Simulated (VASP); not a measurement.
# BN (Cc) in VASP: single point with PBE

Aim: the single point of BN with PBE.

All numbers are computed with VASP 6.6.1; they aren't measurements. Logs are shortened: lines on timing, memory, paths and dates and some standing lists are left out, and cuts for length are marked.

**1. The cell of the first run**

It takes space group Cc (No. 9, monoclinic). The conventional cell has a = 2.524 Å, b = 4.566 Å, c = 6.900 Å, α = 90.00°, β = 97.78°, γ = 90.00°. B (site symmetry 1) has 3 N at 1.35 to 1.78 Å within 1.8 Å. N (site symmetry 1) has 3 B at 1.35 to 1.78 Å within 1.8 Å.

**2. Single point, PBE (strained and its atoms moved)**

File INCAR:

```
ALGO     = Normal         # electronic algorithm
EDIFF    = 1E-7           # SCF threshold, eV
ENCUT    = 520            # plane-wave cutoff, eV
GGA      = PE             # functional
ISIF     = 2              # what is computed and relaxed
ISMEAR   = 0              # smearing method
LASPH    = T              # aspherical terms in the spheres
LCHARG   = T              # write CHGCAR
LELF     = T              # ELF
LREAL    = F              # projectors in reciprocal space
LVHAR    = T            
LWAVE    = F              # write WAVECAR
NBANDS   = 16             # bands
NELM     = 80             # most SCF steps
PREC     = Accurate       # precision mode
SIGMA    = 0.02           # smearing width, eV
```

File KPOINTS:

```
k-points
0
Gamma
  12 12 4
```

File POSCAR:

```
BN
1.0
    2.6067054440     -0.0512567102     -0.0867382726
   -1.3477423352      2.2318593521     -0.0867420893
   -0.2307439680     -0.3996720000      6.8840837520
B N
2 2
Direct
    0.3174210123      0.7013492349      0.2629072817
    0.7013492349      0.3174210123      0.7629072817
    0.2938204431      0.6874093097      0.7370927183
    0.6874093097      0.2938204431      0.2370927183
```

Potentials or basis: VASP PAW PBE potentials, release 64 (B, N).

Launch:

```sh
$ cat potpaw_PBE.64/B/POTCAR potpaw_PBE.64/N/POTCAR > POTCAR
$ mpirun -np 1 vasp_std > vasp.out
```

OUTCAR:

```text
EDIFF = 1E-7
   ENCUT = 520
   GGA = PE
   ISIF = 2
   ISMEAR = 0
   LASPH = T
   LREAL = F
   NELM = 80
   PREC = Accurate

 ion  position               nearest neighbor table
   1  0.317  0.701  0.263-   4 1.35   4 1.39   4 1.78
   2  0.701  0.317  0.763-   3 1.35   3 1.39   3 1.78
   3  0.294  0.687  0.737-   2 1.35   2 1.39   2 1.78
   4  0.687  0.294  0.237-   1 1.35   1 1.39   1 1.78

  LATTYP: Found a base centered monoclinic cell.
 ALAT       =     2.5239079672
 B/A-ratio  =     1.8091825554
 C/A-ratio  =     2.7336715726
 COS(beta)  =    -0.1353109783

  Lattice vectors:

 A1 = (   2.6067054440,  -0.0512567102,  -0.0867382726)
 A2 = (  -1.3477423352,   2.2318593521,  -0.0867420893)
 A3 = (  -0.2307439680,  -0.3996720000,   6.8840837520)

Analysis of symmetry for initial positions (statically):
=====================================================================
 Subroutine PRICEL returns:
 Original cell was already a primitive cell.

 Routine SETGRP: Setting up the symmetry group for a
 base centered monoclinic supercell.

 Subroutine GETGRP returns: Found  2 space group operations
 (whereof  1 operations were pure point group operations)
 out of a pool of  4 trial point group operations.

The static configuration has the point symmetry C_1 .
 The point group associated with its full space group is C_1h.

Analysis of symmetry for dynamics (positions and initial velocities):
=====================================================================
 Subroutine PRICEL returns:
 Original cell was already a primitive cell.

 Routine SETGRP: Setting up the symmetry group for a
 base centered monoclinic supercell.

 Subroutine GETGRP returns: Found  2 space group operations
 (whereof  1 operations were pure point group operations)
 out of a pool of  4 trial point group operations.

The dynamic configuration has the point symmetry C_1 .
 The point group associated with its full space group is C_1h.

 Subroutine INISYM returns: Found  2 space group operations
 (whereof  1 operations are pure point group operations),
 and found     1 'primitive' translations

----------------------------------------------------------------------------------------

                                     Primitive cell

  volume of cell :      39.3919

  direct lattice vectors                    reciprocal lattice vectors
     2.606705444 -0.051256710 -0.086738273     0.389157353  0.236038168  0.026747722
    -1.347742335  2.231859352 -0.086742089     0.009837621  0.455037077  0.026748011
    -0.230743968 -0.399672000  6.884083752     0.005027274  0.008707682  0.145936666

  length of vectors
     2.608651769  2.608664363  6.899535462     0.455930810  0.455928697  0.146282629

  position of ions in fractional coordinates (direct lattice)
     0.317421012  0.701349235  0.262907282
     0.701349235  0.317421012  0.762907282
     0.293820443  0.687409310  0.737092718
     0.687409310  0.293820443  0.237092718

  ion indices of the primitive-cell ions
   primitive index   ion index
                 1           1
                 2           2
                 3           3
                 4           4

----------------------------------------------------------------------------------------

 KPOINTS: k-points

Automatic generation of k-mesh.
 Grid dimensions read from file:
 generate k-points for:   12   12    4

 Generating k-lattice:

  Cartesian coordinates                     Fractional coordinates (reciprocal lattice)
     0.032429779  0.019669847  0.002228977     0.083333333  0.000000000  0.000000000
     0.000819802  0.037919756  0.002229001    -0.000000000  0.083333333  0.000000000
     0.001256818  0.002176920  0.036484166     0.000000000  0.000000000  0.250000000

  Length of vectors
     0.037994234  0.037994058  0.036570657

  Shift w.r.t. Gamma in fractional coordinates (k-lattice)
     0.000000000  0.000000000  0.000000000

 Subroutine IBZKPT returns following result:
 ===========================================

 Found    164 irreducible k-points:

 Following reciprocal coordinates:
            Coordinates               Weight
  0.000000  0.000000  0.000000      1.000000
  0.083333  0.000000 -0.000000      4.000000
  0.166667 -0.000000 -0.000000      4.000000
  0.250000 -0.000000 -0.000000      4.000000
  0.333333  0.000000  0.000000      4.000000
  0.416667  0.000000 -0.000000      4.000000
[... 16 lines left out ...]
  0.500000  0.166667 -0.000000      4.000000
 -0.416667  0.166667 -0.000000      4.000000
 [... further k-points ...]
   k-points           NKPTS =    164   k-points in BZ     NKDIM =    164   number of bands    NBANDS=     16
   number of dos      NEDOS =    301   number of ions     NIONS =      4
   total plane-waves  NPLWV =  21600
   dimension x,y,z NGX =    20 NGY =   20 NGZ =   54
   dimension x,y,z NGXF=    40 NGYF=   40 NGZF=  108
   ions per type =               2   2
   NGX,Y,Z   is equivalent  to a cutoff of  12.75, 12.75, 13.01 a.u.
   NGXF,Y,Z  is equivalent  to a cutoff of  25.49, 25.49, 26.02 a.u.
 SYSTEM =  unknown system
   PREC   = accura    normal or accurate (medium, high low for compatibility)
   ISTART =      0    job   : 0-new  1-cont  2-samecut
   ICHARG =      2    charge: 1-file 2-atom 10-const
   ISPIN  =      1    spin polarized calculation?
   LNONCOLLINEAR =      F non collinear calculations
   LSORBIT =      F    spin-orbit coupling
   LASPH  =      T    aspherical Exc in radial PAW
   ENCUT  =  520.0 eV  38.22 Ry    6.18 a.u.   4.85  4.85 12.83*2*pi/ulx,y,z
   NELM   =     80;   NELMIN=  2; NELMDL= -5     # of ELM steps
   EDIFF  = 0.1E-06   stopping-criterion for ELM
   LREAL  =      F    real-space projection
   EDIFFG = 0.1E-05   stopping-criterion for IOM
   NSW    =      0    number of steps for IOM
   IBRION =     -1    ionic relax: 0-MD 1-quasi-New 2-CG
   NFREE  =      0    steps in history (QN), initial steepest desc. (CG)
   ISIF   =      2    stress and relaxation
   ISYM   =      2    0-nonsym 1-usesym 2-fastsym
   POTIM  = 0.5000    time-step for ionic-motion
   TEBEG  =    0.0;   TEEND  =   0.0 temperature during run
   PSTRESS=    0.0 pullay stress
   NELECT =      16.0000    total number of electrons
   NUPDOWN=      -1.0000    fix difference up-down
   EMIN   =  10.00;   EMAX   =-10.00  energy-range for DOS
   EFERMI =   0.00;   METHOD = LEGACY
   ISMEAR =     0;   SIGMA  =   0.02  broadening in eV -4-tet -1-fermi 0-gaus
   EFERMI_NEDOS =   21; number of points for ismear=-14 and -15
   IALGO  =     38    algorithm
   IMIX   =      4    mixing-type and parameters
     AMIX     =   0.40;   BMIX     =  1.00
     AMIX_MAG =   1.60;   BMIX_MAG =  1.00
  volume/ion in A,a.u.               =       9.85        66.46
  Fermi-wavevector in a.u.,A,eV,Ry     =   1.212400  2.291104 19.999392  1.469914
  Thomas-Fermi vector in A             =   2.347885
   LORBIT       =      0    0 simple, 1 ext, 2 COOP (PROOUT), +10 PAW based schemes
   GGA     = PE    functional components
   LHFCALC =     F    Hartree Fock is set to
   AEXX    =    0.0000 exact exchange contribution
   IVDW    =     0    specifies the selected vdW correction
   LEPSILON=     F    determine dielectric tensor
   LRPA    =     F    only Hartree local field effects (RPA)
 non-spin polarized calculation
 Gauss-broadening in eV      SIGMA  =   0.02
  energy-cutoff  :      520.00
  volume of cell :       39.39
 maximum number of plane-waves:      1077
   NGX =  9   NGY =  9   NGZ = 25

 number of electron      15.9999997 magnetization

 Free energy of the ion-electron system (eV)
  ---------------------------------------------------
  ext. energy  EPLUGINS =         0.00000000
  ---------------------------------------------------
  free energy    TOTEN  =       -33.04202075 eV

  energy without entropy =      -33.04202075  energy(sigma->0) =      -33.04202075

 E-fermi :   2.8717     XC(G=0):  -9.6933

 val. band max:        2.7015956200   @ k =   0.0000   0.0000   0.0000
 cond. band min:       4.9062690335   @ k =   0.5000  -0.0000   0.5000
 fundamental gap:      2.2046734135
 Fermi energy:         2.8717348555

 k-point     1 :       0.0000    0.0000    0.0000
  band No.  band energies     occupation
      1     -15.6383      2.00000
      2     -15.3957      2.00000
      3      -4.1520      2.00000
      4      -2.2278      2.00000
      5      -2.1189      2.00000
      6      -2.1093      2.00000
[... 8 lines left out ...]
     15      15.6687      0.00000
     16      16.6671      0.00000

 k-point     2 :       0.0833    0.0000   -0.0000
  band No.  band energies     occupation
      1     -15.5181      2.00000
      2     -15.2811      2.00000
      3      -3.9737      2.00000
      4      -2.4653      2.00000
      5      -2.4369      2.00000
      6      -2.0433      2.00000
[... 8 lines left out ...]
     15      15.5616      0.00000
     16      16.4537      0.00000

 k-point     3 :       0.1667   -0.0000   -0.0000
  band No.  band energies     occupation
      1     -15.1664      2.00000
      2     -14.9461      2.00000
      3      -3.5295      2.00000
      4      -3.3214      2.00000
      5      -3.1965      2.00000
      6      -1.5894      2.00000
[... 8 lines left out ...]
     15      15.8808      0.00000
     16      16.1015      0.00000

 k-point     4 :       0.2500   -0.0000   -0.0000
  band No.  band energies     occupation
      1     -14.6148      2.00000
      2     -14.4227      2.00000
      3      -4.4952      2.00000
      4      -4.4698      2.00000
      5      -2.5249      2.00000
      6      -0.8575      2.00000
[... 8 lines left out ...]
     15      16.0346      0.00000
     16      17.0431      0.00000

 k-point     5 :       0.3333    0.0000    0.0000
  band No.  band energies     occupation
      1     -13.9366      2.00000
      2     -13.7860      2.00000
      3      -5.7186      2.00000
      4      -5.6887      2.00000
      5      -1.3704      2.00000
      6      -0.4390      2.00000
[... 8 lines left out ...]
     15      16.8498      0.00000
     16      18.3708      0.00000

 k-point     6 :       0.4167    0.0000   -0.0000
  band No.  band energies     occupation
      1     -13.2943      2.00000
      2     -13.2028      2.00000
      3      -6.7227      2.00000
      4      -6.6931      2.00000
      5      -0.9890      2.00000
      6      -0.9078      2.00000
[... 8 lines left out ...]
     15      16.7680      0.00000
     16      18.6018      0.00000
[... 267 lines left out ...]
 k-point    21 :       0.3333    0.1667    0.0000
  band No.  band energies     occupation
      1     -13.0698      2.00000
      2     -13.0056      2.00000
      3      -6.6362      2.00000
      4      -6.6152      2.00000
      5      -2.1631      2.00000
      6      -2.0450      2.00000
[... 8 lines left out ...]
     15      16.4142      0.00000
     16      17.9103      0.00000

 k-point    22 :       0.4167    0.1667    0.0000
  band No.  band energies     occupation
      1     -12.7912      2.00000
      2     -12.7606      2.00000
      3      -6.8577      2.00000
      4      -6.8350      2.00000
      5      -2.6435      2.00000
      6      -2.5216      2.00000
[... 8 lines left out ...]
     15      15.4107      0.00000
     16      18.3062      0.00000

 k-point    23 :       0.5000    0.1667   -0.0000
  band No.  band energies     occupation
      1     -13.0534      2.00000
      2     -12.9545      2.00000
      3      -6.3955      2.00000
      4      -6.3717      2.00000
      5      -2.7035      2.00000
      6      -2.5867      2.00000
[... 8 lines left out ...]
     15      15.9980      0.00000
     16      18.1887      0.00000

 k-point    24 :      -0.4167    0.1667   -0.0000
  band No.  band energies     occupation
      1     -13.6386      2.00000
      2     -13.4840      2.00000
      3      -5.3965      2.00000
      4      -5.3730      2.00000
      5      -2.4209      2.00000
      6      -2.3149      2.00000
[... 8 lines left out ...]
     15      15.6894      0.00000
     16      17.6739      0.00000

 [... further k-points ...]
[... 5 lines left out ...]
  --------------------------------------------------------------------------------------
  -------------------------------------------------------------------------------------
  Total       -1.4702091      2.9613471     -0.1216616      3.8378303     -0.5647029     -0.3260267
  in kB      -59.7974991    120.4462354     -4.9483146    156.0952471    -22.9680386    -13.2604138
  external PRESSURE =      18.5668072 kB  Pullay stress =       0.0000000 kB

 VOLUME and BASIS-vectors are now :
 -----------------------------------------------------------------------------
  energy-cutoff  :      520.00
  volume of cell :       39.39
      direct lattice vectors                 reciprocal lattice vectors
     2.606705444 -0.051256710 -0.086738273     0.389157353  0.236038168  0.026747722
    -1.347742335  2.231859352 -0.086742089     0.009837621  0.455037077  0.026748011
    -0.230743968 -0.399672000  6.884083752     0.005027274  0.008707682  0.145936666

 POSITION                                       TOTAL-FORCE (eV/Angst)
 -----------------------------------------------------------------------------------
     -0.17848      1.44397      1.72151         3.230587     -3.632621     -1.515951
      1.22437      0.36758      5.16355        -4.761217      0.981478     -1.515958
     -0.33063      1.22455      4.98910         4.771689     -0.987524      1.515958
      1.34117      0.52577      1.54705        -3.241058      3.638667      1.515951
 -----------------------------------------------------------------------------------
    total drift:                               -0.000089     -0.000196      0.000240

  FREE ENERGIE OF THE ION-ELECTRON SYSTEM (eV)
  ---------------------------------------------------
  free  energy   TOTEN  =       -33.0420207538 eV

  energy  without entropy=      -33.0420207538  energy(sigma->0) =      -33.04202075
```

It took 42 s on 1 thread of Intel Xeon 6975P-C (Granite Rapids), shared host; peak memory 0.21 GiB.

Results:

```
Free energy            : -33.0420 eV
Pressure               : 1.9 GPa
Largest force          : 5.103 eV/Å
Band gap on the k mesh : 2.20 eV, indirect (least direct gap 3.29 eV)
```

Forces on the atoms (eV/Å):
```
B    3.231 -3.633 -1.516
B   -4.761  0.981 -1.516
N    4.772 -0.988  1.516
N   -3.241  3.639  1.516
```

Caveat: the cell differs from its parent crystal (strained and its atoms moved); this functional lacks dispersion, which binds the layers, so the pressure and a relaxed spacing across them are unreliable; forces of over 1 eV/Å act on the atoms, so gaps and moduli don't describe the material at rest.
